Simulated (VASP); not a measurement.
A run of VASP 6.6.1:

The input INCAR:

```
SYSTEM = Fe
ALGO = Normal ; EDIFF = 1E-6
ENCUT = 520 ; GGA = PE
ISIF = 2 ; ISMEAR = -1
LASPH = .TRUE. ; LCHARG = .FALSE.
LMAXMIX = 4 ; LNONCOLLINEAR = .TRUE.
LORBIT = 11 ; LREAL = .FALSE.
LWAVE = .FALSE. ; MAGMOM = 0 0 2 1.414 0 1.414
NBANDS = 28 ; NELM = 150
PREC = Accurate ; SIGMA = 0.27211386245988
```

Contents of KPOINTS:

```
k-points
0
G
  2 2 2
  0 0 0
```

File POSCAR:

```
Fe
1.0
    2.8660000000      0.0000000000      0.0000000000
    0.0000000000      2.8660000000      0.0000000000
    0.0000000000      0.0000000000      2.8660000000
Fe
2
Direct
   -0.0034891835      0.0000000000      0.0000000000
    0.5200000000      0.5000000000      0.5000000000
```

Potentials or basis: VASP PAW PBE potentials, release 64 (Fe).

Command:

```bash
$ cat potpaw_PBE.64/Fe/POTCAR > POTCAR
$ mpirun -np 1 vasp_ncl > vasp.out
```

Hardware: 1 thread of Intel(R) Xeon(R) Platinum 8559C (Emerald Rapids), with other jobs on the host.

**Question.** How long does it take, and how much memory?

**Answer.** Wall time 26 s on 1 thread of Intel(R) Xeon(R) Platinum 8559C (Emerald Rapids) (shared host), peak memory 0.19 GiB. Counts: scf iterations 34, k points 8.
